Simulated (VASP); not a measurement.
# Ga in VASP: further runs

Runs on Ga. Level: LDA. Tasks: single point.

Everything below comes from runs of VASP 6.6.1. Logs are shortened: lines on timing, memory, paths and dates and some standing lists are left out, and cuts for length are marked.

## (1) The cell of the first run

It takes space group Cmcm (No. 63, orthorhombic). Conventional cell: a = 2.900 Å, b = 8.130 Å, c = 3.233 Å, α = 90.00°, β = 90.00°, γ = 90.00°. Ga (site symmetry m2m) has 10 Ga at 2.70 to 3.23 Å within 3.6 Å.

## (2) Single point, LDA (zz strain of +2 %)

INCAR reads:

```
SYSTEM = Ga
PREC = Accurate
ENCUT = 520
EDIFF = 1E-6
ISMEAR = -1
SIGMA = 0.08
LREAL = .FALSE.
LASPH = .TRUE.
NELM = 60
ALGO = Normal
ISIF = 2
LWAVE = .FALSE.
LCHARG = .FALSE.
NBANDS = 20
```

KPOINTS reads:

```
Automatic mesh
0
G
  12 12 10
  0 0 0
```

POSCAR reads:

```
Ga
1.0
    1.4500000000     -4.0650000000      0.0000000000
    1.4500000000      4.0650000000      0.0000000000
    0.0000000000      0.0000000000      3.2334000000
Ga
2
Direct
    0.8670000000      0.1330000000      0.2500000000
    0.1330000000      0.8670000000      0.7500000000
```

Potentials or basis: VASP PAW LDA potentials, release 64 (Ga_d).

Launch:

```sh
cat potpaw_LDA.64/Ga_d/POTCAR > POTCAR
mpirun -np 1 vasp_std > vasp.out
```

OUTCAR:

```text
SYSTEM = Ga
   PREC = Accurate
   ENCUT = 520
   EDIFF = 1E-6
   ISMEAR = -1
   LREAL = .FALSE.
   LASPH = .TRUE.
   NELM = 60
   ISIF = 2

 ion  position               nearest neighbor table
   1  0.867  0.133  0.250-   2 2.70   2 2.70   2 2.89   2 2.89   2 2.89   2 2.89
   2  0.133  0.867  0.750-   1 2.70   1 2.70   1 2.89   1 2.89   1 2.89   1 2.89

  LATTYP: Found a base centered orthorhombic cell.
 ALAT       =     2.9000000000
 B/A-ratio  =     2.8034482759
 C/A-ratio  =     1.1149655172

  Lattice vectors:

 A1 = (   1.4500000000,  -4.0650000000,   0.0000000000)
 A2 = (   1.4500000000,   4.0650000000,   0.0000000000)
 A3 = (   0.0000000000,   0.0000000000,   3.2334000000)

Analysis of symmetry for initial positions (statically):
=====================================================================
 Subroutine PRICEL returns:
 Original cell was already a primitive cell.

 Routine SETGRP: Setting up the symmetry group for a
 base centered orthorhombic supercell.

 Subroutine GETGRP returns: Found  8 space group operations
 (whereof  4 operations were pure point group operations)
 out of a pool of  8 trial point group operations.

The static configuration has the point symmetry C_2h.
 The point group associated with its full space group is D_2h.

Analysis of symmetry for dynamics (positions and initial velocities):
=====================================================================
 Subroutine PRICEL returns:
 Original cell was already a primitive cell.

 Routine SETGRP: Setting up the symmetry group for a
 base centered orthorhombic supercell.

 Subroutine GETGRP returns: Found  8 space group operations
 (whereof  4 operations were pure point group operations)
 out of a pool of  8 trial point group operations.

The dynamic configuration has the point symmetry C_2h.
 The point group associated with its full space group is D_2h.

 Subroutine INISYM returns: Found  8 space group operations
 (whereof  4 operations are pure point group operations),
 and found     1 'primitive' translations

----------------------------------------------------------------------------------------

                                     Primitive cell

  volume of cell :      38.1169

  direct lattice vectors                    reciprocal lattice vectors
     1.450000000 -4.065000000  0.000000000     0.344827586 -0.123001230  0.000000000
     1.450000000  4.065000000  0.000000000     0.344827586  0.123001230  0.000000000
     0.000000000  0.000000000  3.233400000     0.000000000  0.000000000  0.309271974

  length of vectors
     4.315868974  4.315868974  3.233400000     0.366108409  0.366108409  0.309271974

  position of ions in fractional coordinates (direct lattice)
     0.867000000  0.133000000  0.250000000
     0.133000000  0.867000000  0.750000000

  ion indices of the primitive-cell ions
   primitive index   ion index
                 1           1
                 2           2

----------------------------------------------------------------------------------------

 KPOINTS: Automatic mesh

Automatic generation of k-mesh.
 Grid dimensions read from file:
 generate k-points for:   12   12   10

 Generating k-lattice:

  Cartesian coordinates                     Fractional coordinates (reciprocal lattice)
     0.028735632 -0.010250103  0.000000000     0.083333333 -0.000000000  0.000000000
     0.028735632  0.010250103  0.000000000    -0.000000000  0.083333333  0.000000000
     0.000000000  0.000000000  0.030927197     0.000000000  0.000000000  0.100000000

  Length of vectors
     0.030509034  0.030509034  0.030927197

  Shift w.r.t. Gamma in fractional coordinates (k-lattice)
     0.000000000  0.000000000  0.000000000

 Subroutine IBZKPT returns following result:
 ===========================================

 Found    258 irreducible k-points:

 Following reciprocal coordinates:
            Coordinates               Weight
  0.000000  0.000000  0.000000      1.000000
  0.083333  0.000000  0.000000      4.000000
  0.166667  0.000000  0.000000      4.000000
  0.250000  0.000000  0.000000      4.000000
  0.333333  0.000000  0.000000      4.000000
  0.416667  0.000000  0.000000      4.000000
[... 16 lines left out ...]
  0.500000  0.166667  0.000000      4.000000
 -0.416667  0.166667  0.000000      4.000000
 [... further k-points ...]
   k-points           NKPTS =    258   k-points in BZ     NKDIM =    258   number of bands    NBANDS=     20
   number of dos      NEDOS =    301   number of ions     NIONS =      2
   total plane-waves  NPLWV =  24576
   dimension x,y,z NGX =    32 NGY =   32 NGZ =   24
   dimension x,y,z NGXF=    64 NGYF=   64 NGZF=   48
   ions per type =               2
   NGX,Y,Z   is equivalent  to a cutoff of  12.33, 12.33, 12.34 a.u.
   NGXF,Y,Z  is equivalent  to a cutoff of  24.65, 24.65, 24.68 a.u.
 SYSTEM =  Ga
   PREC   = accura    normal or accurate (medium, high low for compatibility)
   ISTART =      0    job   : 0-new  1-cont  2-samecut
   ICHARG =      2    charge: 1-file 2-atom 10-const
   ISPIN  =      1    spin polarized calculation?
   LNONCOLLINEAR =      F non collinear calculations
   LSORBIT =      F    spin-orbit coupling
   LASPH  =      T    aspherical Exc in radial PAW
   ENCUT  =  520.0 eV  38.22 Ry    6.18 a.u.   8.02  8.02  6.01*2*pi/ulx,y,z
   NELM   =     60;   NELMIN=  2; NELMDL= -5     # of ELM steps
   EDIFF  = 0.1E-05   stopping-criterion for ELM
   LREAL  =      F    real-space projection
   EDIFFG = 0.1E-04   stopping-criterion for IOM
   NSW    =      0    number of steps for IOM
   IBRION =     -1    ionic relax: 0-MD 1-quasi-New 2-CG
   NFREE  =      0    steps in history (QN), initial steepest desc. (CG)
   ISIF   =      2    stress and relaxation
   ISYM   =      2    0-nonsym 1-usesym 2-fastsym
   POTIM  = 0.5000    time-step for ionic-motion
   TEBEG  =    0.0;   TEEND  =   0.0 temperature during run
   PSTRESS=    0.0 pullay stress
   NELECT =      26.0000    total number of electrons
   NUPDOWN=      -1.0000    fix difference up-down
   EMIN   =  10.00;   EMAX   =-10.00  energy-range for DOS
   EFERMI =   0.00;   METHOD = LEGACY
   ISMEAR =    -1;   SIGMA  =   0.08  broadening in eV -4-tet -1-fermi 0-gaus
   EFERMI_NEDOS =   21; number of points for ismear=-14 and -15
   IALGO  =     38    algorithm
   IMIX   =      4    mixing-type and parameters
     AMIX     =   0.40;   BMIX     =  1.00
     AMIX_MAG =   1.60;   BMIX_MAG =  1.00
  volume/ion in A,a.u.               =      19.06       128.61
  Fermi-wavevector in a.u.,A,eV,Ry     =   1.441097  2.723279 28.256052  2.076761
  Thomas-Fermi vector in A             =   2.559768
   LORBIT       =      0    0 simple, 1 ext, 2 COOP (PROOUT), +10 PAW based schemes
   GGA     = CA    functional components
   LHFCALC =     F    Hartree Fock is set to
   AEXX    =    0.0000 exact exchange contribution
   IVDW    =     0    specifies the selected vdW correction
   LEPSILON=     F    determine dielectric tensor
   LRPA    =     F    only Hartree local field effects (RPA)
 non-spin polarized calculation
  energy-cutoff  :      520.00
  volume of cell :       38.12
 maximum number of plane-waves:      1044
   NGX = 17   NGY = 17   NGZ = 13

 number of electron      26.0000029 magnetization

 Free energy of the ion-electron system (eV)
  ---------------------------------------------------
  ext. energy  EPLUGINS =         0.00000000
  ---------------------------------------------------
  free energy    TOTEN  =        -7.09482176 eV

  energy without entropy =       -7.07591949  energy(sigma->0) =       -7.08537062

 E-fermi :   5.1985     XC(G=0): -11.2306

 val. band max:        5.1874020317   @ k =  -0.4167   0.2500   0.2000
 cond. band min:       5.2054324302   @ k =   0.3333   0.2500   0.4000
 fundamental gap:      0.0180303985
 Fermi energy:         5.1985378453

 k-point     1 :       0.0000    0.0000    0.0000
  band No.  band energies     occupation
      1     -10.0344      2.00000
      2     -10.0264      2.00000
      3      -9.9558      2.00000
      4      -9.9413      2.00000
      5      -9.7513      2.00000
      6      -9.7415      2.00000
[... 12 lines left out ...]
     19      15.9381      0.00000
     20      17.1242      0.00000

 k-point     2 :       0.0833    0.0000    0.0000
  band No.  band energies     occupation
      1     -10.0273      2.00000
      2     -10.0221      2.00000
      3      -9.9512      2.00000
      4      -9.9158      2.00000
      5      -9.7592      2.00000
      6      -9.7502      2.00000
[... 12 lines left out ...]
     19      16.6127      0.00000
     20      18.3994      0.00000

 k-point     3 :       0.1667    0.0000    0.0000
  band No.  band energies     occupation
      1     -10.0102      2.00000
      2     -10.0084      2.00000
      3      -9.9282      2.00000
      4      -9.8632      2.00000
      5      -9.7783      2.00000
      6      -9.7745      2.00000
[... 12 lines left out ...]
     19      16.9766      0.00000
     20      20.5195      0.00000

 k-point     4 :       0.2500    0.0000    0.0000
  band No.  band energies     occupation
      1      -9.9947      2.00000
      2      -9.9839      2.00000
      3      -9.8985      2.00000
      4      -9.8485      2.00000
      5      -9.8092      2.00000
      6      -9.7541      2.00000
[... 12 lines left out ...]
     19      17.0878      0.00000
     20      20.1736      0.00000

 k-point     5 :       0.3333    0.0000    0.0000
  band No.  band energies     occupation
      1      -9.9800      2.00000
      2      -9.9635      2.00000
      3      -9.8861      2.00000
      4      -9.8683      2.00000
      5      -9.8457      2.00000
      6      -9.7428      2.00000
[... 12 lines left out ...]
     19      16.8910      0.00000
     20      18.3773      0.00000
[... 353 lines left out ...]
      6      -9.7723      2.00000
[... 12 lines left out ...]
     19      15.7316      0.00000
     20      17.0004      0.00000

 k-point    22 :       0.4167    0.1667    0.0000
  band No.  band energies     occupation
      1      -9.9630      2.00000
      2      -9.9628      2.00000
      3      -9.9026      2.00000
      4      -9.8586      2.00000
      5      -9.8286      2.00000
      6      -9.7627      2.00000
[... 12 lines left out ...]
     19      15.9817      0.00000
     20      16.8761      0.00000

 k-point    23 :       0.5000    0.1667    0.0000
  band No.  band energies     occupation
      1      -9.9548      2.00000
      2      -9.9492      2.00000
      3      -9.9005      2.00000
      4      -9.8538      2.00000
      5      -9.8513      2.00000
      6      -9.7682      2.00000
[... 12 lines left out ...]
     19      14.9653      0.00000
     20      16.3883      0.00000

 k-point    24 :      -0.4167    0.1667    0.0000
  band No.  band energies     occupation
      1      -9.9592      2.00000
      2      -9.9487      2.00000
      3      -9.9224      2.00000
      4      -9.8594      2.00000
      5      -9.8320      2.00000
      6      -9.7661      2.00000
[... 12 lines left out ...]
     19      15.4436      0.00000
     20      17.8566      0.00000

 [... further k-points ...]

------------------------ aborting loop because EDIFF is reached ----------------------------------------

  FORCE on cell =-STRESS in cart. coord.  units (eV):
  Direction    XX          YY          ZZ          XY          YZ          ZX
  --------------------------------------------------------------------------------------
  -------------------------------------------------------------------------------------
  Total       -1.5472196     -0.9698706     -0.8493479      0.0000000      0.0000000      0.0000000
  in kB      -65.0346110    -40.7667787    -35.7008202      0.0000000      0.0000000      0.0000000
  external PRESSURE =     -47.1674033 kB  Pullay stress =       0.0000000 kB

 VOLUME and BASIS-vectors are now :
 -----------------------------------------------------------------------------
  energy-cutoff  :      520.00
  volume of cell :       38.12
      direct lattice vectors                 reciprocal lattice vectors
     1.450000000 -4.065000000  0.000000000     0.344827586 -0.123001230  0.000000000
     1.450000000  4.065000000  0.000000000     0.344827586  0.123001230  0.000000000
     0.000000000  0.000000000  3.233400000     0.000000000  0.000000000  0.309271974

 POSITION                                       TOTAL-FORCE (eV/Angst)
 -----------------------------------------------------------------------------------
      1.45000     -2.98371      0.80835         0.000000      0.163892     -0.000000
      1.45000      2.98371      2.42505         0.000000     -0.163892      0.000000
 -----------------------------------------------------------------------------------
    total drift:                                0.000000      0.000000     -0.000000

  FREE ENERGIE OF THE ION-ELECTRON SYSTEM (eV)
  ---------------------------------------------------
  free  energy   TOTEN  =        -7.0948217583 eV

  energy  without entropy=       -7.0759194873  energy(sigma->0) =       -7.08537062
```

It took 99 s on 1 thread of Intel Xeon Platinum 8259CL at 2.50GHz (Skylake/Cascade Lake), shared host; peak memory 0.26 GiB.

What came out:

```yaml
Free_energy: -7.0948 eV
Pressure: -4.7 GPa
Largest_force: 0.164 eV/Å
Band_gap_on_the_k_mesh: zero (bands 13 and 14 overlap by 8.84 eV)
```

Forces in eV/Å, atoms in the order of the input:
```
Ga   0.000  0.164  0.000
Ga   0.000 -0.164  0.000
```

Caveat: the cell differs from its parent crystal (zz strain of +2 %); the cell stands under tension.

## (3) Single point, LDA (equal xy, yz and zx shear strains of +2 %)

INCAR reads:

```
SYSTEM = Ga
  ALGO = Normal
  EDIFF = 1E-7
  ENCUT = 520
  GGA = CA
  ISIF = 2
  ISMEAR = -1
  LASPH = .True.
  LCHARG = .True.
  LELF = .True.
  LREAL = .False.
  LVHAR = .True.
  LWAVE = .False.
  NBANDS = 20
  NELM = 60
  PREC = Accurate
  SIGMA = 0.08
```

KPOINTS reads:

```
k-points
0
Gamma
  12 12 10
  0 0 0
```

POSCAR reads:

```
Ga
1.0
    1.4093500000     -4.0505000000     -0.0261500000
    1.4906500000      4.0795000000      0.0551500000
    0.0317000000      0.0317000000      3.1700000000
Ga
2
Direct
    0.8670000000      0.1330000000      0.2500000000
    0.1330000000      0.8670000000      0.7500000000
```

Potentials or basis: VASP PAW LDA potentials, release 64 (Ga_d).

Launch:

```sh
cat potpaw_LDA.64/Ga_d/POTCAR > POTCAR
mpirun -np 1 vasp_std > vasp.out
```

Wall time 2.7 min (1 thread of Intel Xeon Platinum 8488C (Sapphire Rapids), shared host); peak memory 0.49 GiB.

It converged, with:

```
Free energy            : -7.1081 eV
Pressure               : -3.7 GPa
Largest force          : 0.180 eV/Å
Band gap on the k mesh : zero (bands 13 and 14 overlap by 9.24 eV)
```

Forces on the atoms (eV/Å):
```
Ga   0.007  0.178 -0.018
Ga  -0.007 -0.178  0.018
```

Stress tensor (GPa, compression positive):
```
-5.71  0.04  0.17
 0.04 -2.99 -0.57
 0.17 -0.57 -2.27
```

Levels at points of the mesh, in eV from the Fermi level:
```csv
k point,band 10,band 11,band 12,band 13,band 14,band 15,band 16,band 17
"(0.00, 0.00, 0.00)",-14.75,-11.24,-2.25,-1.64,2.87,6.68,7.76,8.68
"(0.50, 0.00, 0.00)",-14.80,-6.65,-5.40,-1.87,-0.63,6.55,6.85,9.13
"(0.00, 0.50, 0.00)",-14.80,-6.82,-5.40,-1.60,-0.26,6.14,6.58,8.61
"(0.50, 0.50, 0.00)",-14.81,-9.21,-8.58,5.08,5.75,5.80,7.06,7.17
"(0.00, 0.00, 0.50)",-14.82,-7.43,-7.41,1.69,1.97,2.40,2.66,10.00
"(0.50, 0.00, 0.50)",-14.79,-3.03,-3.01,-1.62,-1.56,1.39,1.99,3.90
"(0.00, 0.50, 0.50)",-14.79,-3.24,-3.16,-1.64,-1.50,2.02,2.03,4.40
"(0.50, 0.50, 0.50)",-14.88,-5.79,-5.47,-4.23,-4.16,9.46,9.50,11.10
```

Caveat: the cell differs from its parent crystal (equal xy, yz and zx shear strains of +2 %); the cell stands under tension.
